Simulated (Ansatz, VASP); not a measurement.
Given: the input of a run of VASP 6.6.1 on BN.

Contents of POSCAR:

```
BN
1.0
    2.4982400000      0.0000000000      0.0000000000
   -1.2491200000      2.1635393048      0.0000000000
    0.0000000000      0.0000000000      6.6357000000
N B
2 2
Direct
    0.6666666667      0.3333333333      0.2500000000
    0.3333333333      0.6666666667      0.7500000000
    0.6666666667      0.3333333333      0.7500000000
    0.3333333333      0.6666666667      0.2500000000
```

The input INCAR.step1:

```
SYSTEM = BN
PREC     = Accurate       ! precision mode
ENCUT    = 520            ! plane-wave cutoff, eV
EDIFF    = 1E-5           ! SCF threshold, eV
ISMEAR   = -1             ! smearing method
SIGMA    = 0.05           ! smearing width, eV
LREAL    = .FALSE.        ! projectors in reciprocal space
LASPH    = .TRUE.         ! aspherical terms in the spheres
NELM     = 60             ! most SCF steps
ALGO     = Normal         ! electronic algorithm
ISIF     = 2              ! what is computed and relaxed
LWAVE    = .TRUE.         ! write WAVECAR
GGA      = PE             ! functional
NBANDS   = 16             ! bands
```

Contents of INCAR.step2:

```
SYSTEM = BN
PREC     = Accurate       ! precision mode
ENCUT    = 520            ! plane-wave cutoff, eV
EDIFF    = 1E-6           ! SCF threshold, eV
ISMEAR   = -1             ! smearing method
SIGMA    = 0.05           ! smearing width, eV
LREAL    = .FALSE.        ! projectors in reciprocal space
LASPH    = .TRUE.         ! aspherical terms in the spheres
NELM     = 60             ! most SCF steps
ALGO     = Normal         ! electronic algorithm
ISIF     = 2              ! what is computed and relaxed
LWAVE    = .FALSE.        ! write WAVECAR
LCHARG   = .TRUE.         ! write CHGCAR
GGA      = PE             ! functional
LHFCALC  = .TRUE.         ! exact exchange
AEXX     = 0.15           ! exact-exchange fraction
HFSCREEN = 0.2            ! screening, 1/A
PRECFOCK = Normal       
LELF     = .TRUE.         ! ELF
LVHAR    = .TRUE.       
ISTART   = 1            
NBANDS   = 16             ! bands
```

File KPOINTS:

```
regular mesh
0
G
  6 6 2
  0 0 0
```

Potentials or basis: VASP PAW PBE potentials, release 64 (N, B).

Run with:

```sh
$ cat potpaw_PBE.64/N/POTCAR potpaw_PBE.64/B/POTCAR > POTCAR
$ cp INCAR.step1 INCAR
$ mpirun -np 1 vasp_std > vasp.out
$ cp INCAR.step2 INCAR
$ mpirun -np 1 vasp_std > vasp.out
```

**Question.** Set up the same calculation for Ansatz 0.2.0. Potentials there: Ansatz PAW.

**Answer.** As run (the cutoff follows the program's own potentials):

input.yaml

```yaml
crystal:
  lattice:
    - [2.49824, 0.0, 0.0]
    - [-1.24912, 2.1635393048, 0.0]
    - [0.0, 0.0, 6.6357]
  atoms:
    - { symbol: "N", position: [0.6666666667, 0.3333333333, 0.25] }
    - { symbol: "N", position: [0.3333333333, 0.6666666667, 0.75] }
    - { symbol: B, position: [0.6666666667, 0.3333333333, 0.75] }
    - { symbol: B, position: [0.3333333333, 0.6666666667, 0.25] }
hamiltonian:
  xc: { exchange: pbe, correlation: pbe, exx: { coeff: 0.15, omega: 0.2 } }
  pseudopotentials: { kind: paw }
kpoints:
  mp_grid: { grid: [6, 6, 2] }
scf:
  occupations: { method: fermi_dirac, width: 0.05 }
output:
  forces: true
  stress: true
  eigenvalues: true
```

Potentials or basis: Ansatz PAW.

The run is started by

```bash
$ ansatz run input.yaml --threads 2 --pin off --max-ram 5632MiB --backend cpu --events-out ev --progress --plain --runs-dir out
```

Both were run:

|  | VASP | Ansatz | Ansatz less VASP |
| --- | --- | --- | --- |
| gap on the k mesh at the Fermi level (eV) | 5.07 | 5.08 | +0.009 |
| least direct gap on the mesh (eV) | 5.50 | 5.51 | +0.006 |
| pressure (GPa) | 2.2 | 2.0 | -0.15 |
| traceless stress, the component that is largest in VASP (GPa) | 0.38 | 0.73 | +0.345 |

VASP's potentials were made for PBE, not for PBE-based screened hybrid.

The k mesh is coarse, so the values compare programs but aren't converged.
